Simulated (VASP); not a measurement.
# TaN (P3m1) in VASP: single point with PBEsol

Aim: the single point of TaN with PBEsol.

Everything below comes from runs of VASP 6.6.1. Logs are shortened: lines on timing, memory, paths and dates and some standing lists are left out, and cuts for length are marked.

**1. The cell of the first run**

The structure is trigonal, space group P3m1 (No. 156). The conventional cell has a = 2.740 Å, b = 2.740 Å, c = 2.948 Å, α = 90.00°, β = 90.00°, γ = 120.00°. Within 2.5 Å of Ta (site symmetry 3m) lie 3 N at 1.85 Å. Within 2.5 Å of N (site symmetry 3m) lie 3 Ta at 1.85 Å.

**2. Single point, PBEsol (strained and its atoms moved)**

INCAR

```
PREC = Accurate ; ENCUT = 520
EDIFF = 1E-7 ; ISMEAR = 0
SIGMA = 0.1 ; LREAL = False
LASPH = True ; NELM = 100
ALGO = Normal ; ISIF = 2
LWAVE = False ; LCHARG = False
GGA = PS ; NBANDS = 15
```

KPOINTS

```
Automatic mesh
0
Gamma
  18 18 14
```

POSCAR

```
TaN
1.0
    2.7400071153      0.0000000000      0.0000000000
   -1.3700035577      2.3729157685      0.0000000000
    0.0000000000      0.0000000000      2.9481846300
Ta N
1 1
Direct
    0.3333333333      0.6666666667      0.5867152272
    0.0000000000      0.0000000000     -0.0867152272
```

Potentials or basis: VASP PAW PBE potentials, release 64 (Ta_pv, N).

Started as:

```console
$ cat potpaw_PBE.64/Ta_pv/POTCAR potpaw_PBE.64/N/POTCAR > POTCAR
$ mpirun -np 1 vasp_std > vasp.out
```

OUTCAR:

```text
PREC = Accurate
   ENCUT = 520
   EDIFF = 1E-7
   ISMEAR = 0
   LREAL = False
   LASPH = True
   NELM = 100
   ISIF = 2
   GGA = PS

 ion  position               nearest neighbor table
   1  0.333  0.667  0.587-   2 1.85   2 1.85   2 1.85   2 2.54   2 2.54   2 2.54
   2  0.000  0.000  0.913-   1 1.85   1 1.85   1 1.85   1 2.54   1 2.54   1 2.54

  LATTYP: Found a hexagonal cell.
 ALAT       =     2.7400071153
 C/A-ratio  =     1.0759769978

  Lattice vectors:

 A1 = (   2.7400071153,   0.0000000000,   0.0000000000)
 A2 = (  -1.3700035577,   2.3729157685,   0.0000000000)
 A3 = (   0.0000000000,   0.0000000000,   2.9481846300)

Analysis of symmetry for initial positions (statically):
=====================================================================
 Subroutine PRICEL returns:
 Original cell was already a primitive cell.

 Routine SETGRP: Setting up the symmetry group for a
 hexagonal supercell.

 Subroutine GETGRP returns: Found  6 space group operations
 (whereof  6 operations were pure point group operations)
 out of a pool of 24 trial point group operations.

The static configuration has the point symmetry C_3v.

Analysis of symmetry for dynamics (positions and initial velocities):
=====================================================================
 Subroutine PRICEL returns:
 Original cell was already a primitive cell.

 Routine SETGRP: Setting up the symmetry group for a
 hexagonal supercell.

 Subroutine GETGRP returns: Found  6 space group operations
 (whereof  6 operations were pure point group operations)
 out of a pool of 24 trial point group operations.

The dynamic configuration has the point symmetry C_3v.

 Subroutine INISYM returns: Found  6 space group operations
 (whereof  6 operations are pure point group operations),
 and found     1 'primitive' translations

----------------------------------------------------------------------------------------

                                     Primitive cell

  volume of cell :      19.1685

  direct lattice vectors                    reciprocal lattice vectors
     2.740007115  0.000000000  0.000000000     0.364962556  0.210711230  0.000000000
    -1.370003558  2.372915768  0.000000000     0.000000000  0.421422460  0.000000000
     0.000000000  0.000000000  2.948184630     0.000000000  0.000000000  0.339191783

  length of vectors
     2.740007115  2.740007115  2.948184630     0.421422460  0.421422460  0.339191783

  position of ions in fractional coordinates (direct lattice)
[... 83 lines left out ...]
   IBRION =     -1    ionic relax: 0-MD 1-quasi-New 2-CG
   NFREE  =      0    steps in history (QN), initial steepest desc. (CG)
   ISIF   =      2    stress and relaxation
   ISYM   =      2    0-nonsym 1-usesym 2-fastsym
   POTIM  = 0.5000    time-step for ionic-motion
   TEBEG  =    0.0;   TEEND  =   0.0 temperature during run
   PSTRESS=    0.0 pullay stress
   NELECT =      16.0000    total number of electrons
   NUPDOWN=      -1.0000    fix difference up-down
   EMIN   =  10.00;   EMAX   =-10.00  energy-range for DOS
   EFERMI =   0.00;   METHOD = LEGACY
   ISMEAR =     0;   SIGMA  =   0.10  broadening in eV -4-tet -1-fermi 0-gaus
   EFERMI_NEDOS =   21; number of points for ismear=-14 and -15
   IALGO  =     38    algorithm
   IMIX   =      4    mixing-type and parameters
     AMIX     =   0.40;   BMIX     =  1.00
     AMIX_MAG =   1.60;   BMIX_MAG =  1.00
  volume/ion in A,a.u.               =       9.58        64.68
  Fermi-wavevector in a.u.,A,eV,Ry     =   1.541412  2.912845 32.326754  2.375949
  Thomas-Fermi vector in A             =   2.647361
   LORBIT       =      0    0 simple, 1 ext, 2 COOP (PROOUT), +10 PAW based schemes
   GGA     = PS    functional components
   LHFCALC =     F    Hartree Fock is set to
   AEXX    =    0.0000 exact exchange contribution
   IVDW    =     0    specifies the selected vdW correction
   LEPSILON=     F    determine dielectric tensor
   LRPA    =     F    only Hartree local field effects (RPA)
 non-spin polarized calculation
 Gauss-broadening in eV      SIGMA  =   0.10
  energy-cutoff  :      520.00
  volume of cell :       19.17
 maximum number of plane-waves:       529
   NGX = 11   NGY = 11   NGZ = 11

 number of electron      16.0000001 magnetization

 Free energy of the ion-electron system (eV)
  ---------------------------------------------------
  ext. energy  EPLUGINS =         0.00000000
  ---------------------------------------------------
  free energy    TOTEN  =       -20.32409411 eV

  energy without entropy =      -20.32152652  energy(sigma->0) =      -20.32281031

 E-fermi :   9.4209     XC(G=0): -14.0033

 val. band max:        9.4006730045   @ k =  -0.0556   0.5000   0.4286
 cond. band min:       9.4218666571   @ k =   0.1111   0.0556   0.0000
 fundamental gap:      0.0211936525
 Fermi energy:         9.4209375700

 k-point     1 :       0.0000    0.0000    0.0000
  band No.  band energies     occupation
      1     -25.2198      2.00000
      2     -24.4396      2.00000
      3     -24.4396      2.00000
      4      -9.0592      2.00000
      5       1.1379      2.00000
      6       3.0271      2.00000
      7       3.0271      2.00000
      8       9.6331      0.00269
      9      12.4434      0.00000
     10      12.4434      0.00000
     11      13.3836      0.00000
     12      16.8897      0.00000
     13      16.8897      0.00000
     14      19.4791      0.00000
[... 401 lines left out ...]
      2     -25.0998      2.00000
      3     -24.8337      2.00000
      4      -6.5624      2.00000
      5       0.7934      2.00000
      6       3.2458      2.00000
      7       4.4624      2.00000
      8       6.9327      2.00000
      9      10.2749      0.00000
     10      12.6944      0.00000
     11      14.4059      0.00000
     12      17.4788      0.00000
     13      21.0823      0.00000
     14      23.6191      0.00000
     15      24.1620      0.00000

 [... further k-points ...]
[... 5 lines left out ...]
  --------------------------------------------------------------------------------------
  -------------------------------------------------------------------------------------
  Total       17.6939964     17.6939964      9.0705654     -0.0000000      0.0000000      0.0000000
  in kB     1478.9307048   1478.9307050    758.1519362     -0.0000000      0.0000000      0.0000000
  external PRESSURE =    1238.6711153 kB  Pullay stress =       0.0000000 kB

 VOLUME and BASIS-vectors are now :
 -----------------------------------------------------------------------------
  energy-cutoff  :      520.00
  volume of cell :       19.17
      direct lattice vectors                 reciprocal lattice vectors
     2.740007115  0.000000000  0.000000000     0.364962556  0.210711230  0.000000000
    -1.370003558  2.372915768  0.000000000     0.000000000  0.421422460  0.000000000
     0.000000000  0.000000000  2.948184630     0.000000000  0.000000000  0.339191783

 POSITION                                       TOTAL-FORCE (eV/Angst)
 -----------------------------------------------------------------------------------
     -0.00000      1.58194      1.72974         0.000000     -0.000000    -11.513147
      0.00000      0.00000      2.69253        -0.000000      0.000000     11.513147
 -----------------------------------------------------------------------------------
    total drift:                                0.000000      0.000000     -0.000449

  FREE ENERGIE OF THE ION-ELECTRON SYSTEM (eV)
  ---------------------------------------------------
  free  energy   TOTEN  =       -20.3240941136 eV

  energy  without entropy=      -20.3215265152  energy(sigma->0) =      -20.32281031
```

OSZICAR:

```text
N       E                     dE             d eps       ncg     rms          rms(c)
DAV:   1     0.943185969371E+02    0.94319E+02   -0.85180E+03 13756   0.113E+03
DAV:   2    -0.204154305665E+02   -0.11473E+03   -0.10804E+03 16771   0.313E+02
DAV:   3    -0.230025449056E+02   -0.25871E+01   -0.25762E+01 16071   0.456E+01
DAV:   4    -0.230115190753E+02   -0.89742E-02   -0.89703E-02 17821   0.292E+00
DAV:   5    -0.230115595650E+02   -0.40490E-04   -0.40485E-04 15917   0.184E-01    0.391E+01
DAV:   6    -0.204359568442E+02    0.25756E+01   -0.46015E+00 17632   0.260E+01    0.175E+01
DAV:   7    -0.203549115374E+02    0.81045E-01   -0.51057E-01 14510   0.652E+00    0.105E+01
DAV:   8    -0.203273689631E+02    0.27543E-01   -0.50123E-02 18542   0.202E+00    0.831E-01
DAV:   9    -0.203242726193E+02    0.30963E-02   -0.70504E-03 15434   0.823E-01    0.327E-01
DAV:  10    -0.203241181192E+02    0.15450E-03   -0.97613E-04 16379   0.354E-01    0.698E-02
DAV:  11    -0.203240939340E+02    0.24185E-04   -0.70067E-05 15791   0.895E-02    0.139E-02
DAV:  12    -0.203240946164E+02   -0.68246E-06   -0.36863E-06 15616   0.217E-02    0.758E-03
DAV:  13    -0.203240941620E+02    0.45447E-06   -0.32189E-07 16106   0.665E-03    0.999E-04
DAV:  14    -0.203240941136E+02    0.48361E-07   -0.26257E-08  6884   0.167E-03
   1 F= -.20324094E+02 E0= -.20322810E+02  d E =-.256760E-02
```

stdout:

```text
POSCAR found type information on POSCAR TaN
 POSCAR found :  2 types and       2 ions
 scaLAPACK will be used
 -----------------------------------------------------------------------------
|                                                                             |
|                                                                             |
|     You enforced a specific xc type in the INCAR file but a different       |
|     I HOPE YOU KNOW WHAT YOU ARE DOING!                                     |
|                                                                             |
 -----------------------------------------------------------------------------

 LDA part: xc-table for (Slater+PW92), standard interpolation
 POSCAR, INCAR and KPOINTS ok, starting setup
 FFT: planning ... GRIDC
 FFT: planning ... GRID_SOFT
 FFT: planning ... GRID
 WAVECAR not read
 entering main loop
```

Run time: 70 s. Hardware: 1 thread of Intel Xeon 6975P-C (Granite Rapids), shared host; peak memory 0.24 GiB.

Results:

| Quantity | Value |
| --- | --- |
| Free energy | -20.3241 eV |
| Pressure | 123.9 GPa |
| Largest force | 11.513 eV/Å |
| Band gap on the k mesh | zero (band 8 reaches 10.68 eV, above the bottom of band 9 at 8.74 eV) |

Forces on the atoms (eV/Å):
```
Ta    0.000   0.000 -11.513
N     0.000   0.000  11.513
```

Stress tensor (GPa, compression positive):
```
147.89   0.00   0.00
  0.00 147.89   0.00
  0.00   0.00  75.82
```

Caveat: the cell differs from its parent crystal (strained and its atoms moved); the PAW data sets were made with another functional, which shifts forces and pressure a little; spin-orbit coupling is left out, which moves the levels of the heavy elements.
